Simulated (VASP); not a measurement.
Write the native input for VASP 6.6.1 that does the following.

| Quantity | Value |
| --- | --- |
| Task | relaxation of cell and atoms |
| Functional | revPBE |
| Dispersion | D3(BJ) |
| Potentials or basis | VASP PAW PBE potentials, release 64 (Hf_pv) |
| Cutoff | 600 eV |
| k mesh | 9 × 9 × 5 |
| Occupations | fermi-dirac, width 0.1 eV |
| Spin | no spin polarisation |
| Dipole correction | no |
| Further INCAR settings | ALGO = Normal; EDIFF = 1e-06; IBRION = 2; EDIFFG = -0.03; NSW = 80; ISIF = 3 |

The structure of Hf lies in POSCAR:

```
Hf
1.0
    3.1600000000      0.0000000000      0.0000000000
   -1.5800000000      2.7366402760      0.0000000000
    0.0000000000      0.0000000000      5.1602800000
Hf
2
Direct
    0.3333333333      0.6666666667      0.2500000000
    0.6666666667      0.3333333333      0.7500000000
```

The input as run:

INCAR

```
ALGO = Normal
EDIFF = 1E-6
EDIFFG = -0.03
ENCUT = 600
GGA = RE
IBRION = 2
ISIF = 3
ISMEAR = -1
IVDW = 12
LASPH = T
LCHARG = F
LREAL = F
LWAVE = F
NELM = 60
NSW = 80
PREC = Accurate
SIGMA = 0.1
```

KPOINTS

```
k-points
0
Gamma
  9 9 5
```

Potentials or basis: VASP PAW PBE potentials, release 64 (Hf_pv).

Launch:

```sh
$ cat potpaw_PBE.64/Hf_pv/POTCAR > POTCAR
$ mpirun -np 1 vasp_std > vasp.out
```

Results of the run:

```json
{
 "Relaxed volume": "21.64 Å³/atom",
 "Relaxed cell": "a = 3.160 Å, b = 3.160 Å, c = 5.005 Å, α = 90.00°, β = 90.00°, γ = 120.00°",
 "Space group after relaxing (to 0.05 Å)": "P6_3/mmc (No. 194)",
 "Energy gained by relaxing": "13.1 meV/atom",
 "Ionic steps": "4",
 "Pressure after relaxing": "0.1 GPa",
 "Band gap on the k mesh": "zero (band 10 reaches 6.44 eV, above the bottom of band 11 at 4.87 eV)",
 "Dispersion energy per atom": "-0.815 eV"
}
```

Caveat: the PAW data sets were made with another functional, which shifts forces and pressure a little; spin-orbit coupling is left out, which moves the levels of the heavy elements; pairwise dispersion overbinds metals, which lowers pressure and volume.

It took 33 s on 1 thread of Intel(R) Xeon(R) 6975P-C (Granite Rapids), on a shared host, peak memory 0.2 GiB.
